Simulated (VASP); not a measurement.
Here is a VASP 6.6.1 calculation.

The input INCAR:

```
ALGO = Normal
EDIFF = 1E-7
ENCUT = 520
GGA = PS
ISIF = 2
ISMEAR = 1
LASPH = True
LCHARG = False
LREAL = False
LWAVE = False
NBANDS = 9
NELM = 80
PREC = Accurate
SIGMA = 0.1
```

KPOINTS

```
k-points
0
Gamma
  41 41 23
```

File POSCAR:

```
Be
1.0
    2.2575068440      0.0000000000      0.0000000000
   -1.1287534220      1.9550582760      0.0000000000
    0.0000000000      0.0000000000      3.5512308670
Be
2
Direct
    0.0000000000      0.0000000000      0.0000000000
    0.3333333333      0.6666666667      0.5000000000
```

Potentials or basis: VASP PAW PBE potentials, release 64 (Be).

The run is started by

```console
$ cat potpaw_PBE.64/Be/POTCAR > POTCAR
$ mpirun -np 1 vasp_std > vasp.out
```

**Question.** Predict the pressure.

**Answer.** 0.4 GPa.

**Question.** Predict the band gap on the k mesh.

**Answer.** Zero (bands 2 and 3 overlap by 1.85 eV).

Stress tensor (GPa, compression positive):
```
0.23 0.00 0.00
0.00 0.23 0.00
0.00 0.00 0.73
```

Caveat: the PAW data sets were made with another functional, which shifts forces and pressure a little.
